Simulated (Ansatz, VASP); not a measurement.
**TiB2 in VASP and in Ansatz**

Contents of POSCAR:

```
TiB2
1.0
    2.9141922406      0.0000000000      0.0000000000
   -1.4570961203      2.5237645118      0.0000000000
    0.0000000000      0.0000000000      3.0553960168
Ti B
1 2
Direct
    0.0000000000      0.0000000000      0.0000000000
    0.3333333333      0.6666666667      0.5000000000
    0.6666666667      0.3333333333      0.5000000000
```

INCAR.step1

```
ALGO     = Normal         # electronic algorithm
EDIFF    = 1E-4           # SCF threshold, eV
ENCUT    = 520            # plane-wave cutoff, eV
GGA      = PE             # functional
ISMEAR   = -1             # smearing method
LASPH    = T              # aspherical terms in the spheres
LCHARG   = F              # write CHGCAR
LREAL    = F              # projectors in reciprocal space
LWAVE    = T              # write WAVECAR
NBANDS   = 16             # bands
NELM     = 60             # most SCF steps
PREC     = Accurate       # precision mode
SIGMA    = 0.08           # smearing width, eV
```

Contents of INCAR.step2:

```
ALGO     = Normal         # electronic algorithm
EDIFF    = 1E-6           # SCF threshold, eV
ENCUT    = 520            # plane-wave cutoff, eV
ISIF     = 2              # what is computed and relaxed
ISMEAR   = -1             # smearing method
ISTART   = 1            
LASPH    = T              # aspherical terms in the spheres
LCHARG   = T              # write CHGCAR
LELF     = T              # ELF
LMIXTAU  = T            
LREAL    = F              # projectors in reciprocal space
LVHAR    = T            
LWAVE    = F              # write WAVECAR
METAGGA  = R2SCAN         # meta-GGA
NBANDS   = 16             # bands
NELM     = 60             # most SCF steps
PREC     = Accurate       # precision mode
SIGMA    = 0.08           # smearing width, eV
```

KPOINTS

```
k-points
0
Gamma
  12 12 10
```

Input for Ansatz:

```yaml
crystal:
  lattice:
    - [2.9141922406, 0.0, 0.0]
    - [-1.4570961203, 2.5237645118, 0.0]
    - [0.0, 0.0, 3.0553960168]
  atoms:
    - { symbol: Ti, position: [0.0, 0.0, 0.0] }
    - { symbol: B, position: [0.3333333333, 0.6666666667, 0.5] }
    - { symbol: B, position: [0.6666666667, 0.3333333333, 0.5] }
kpoints:
  mp_grid: { grid: [12, 12, 10] }
scf:
  occupations: { method: fermi_dirac, width: 0.08 }
hamiltonian:
  xc: r2scan
  pseudopotentials: { kind: paw }
output:
  forces: true
  stress: true
  eigenvalues: true
  populations: true
```

Change from the starting cell: volume scaled by 0.88, PAW files.

Alike in both runs: task single point; functional r2SCAN; k mesh 12 × 12 × 10; occupations fermi-dirac, width 0.08 eV; no spin polarisation.

```csv
,VASP,Ansatz
version,VASP 6.6.1,Ansatz 0.2.0
potentials or method,"VASP PAW PBE potentials, release 64 (Ti_sv, B)","PAW with Ansatz's default frozen-core files, scalar-relativistic"
plane-wave cutoff (eV),520,500
valence electrons in the cell,18,18
```

|  | VASP | Ansatz | Ansatz less VASP |
| --- | --- | --- | --- |
| pressure (GPa) | 43.3 | 42.2 | -1.15 |
| traceless stress, the component that is largest in VASP (GPa) | 0.12 | 0.00 | -0.119 |

VASP's potentials were made for PBE, not for r2SCAN. Both programs put the cell under a high pressure, so it lies far from rest at this level.
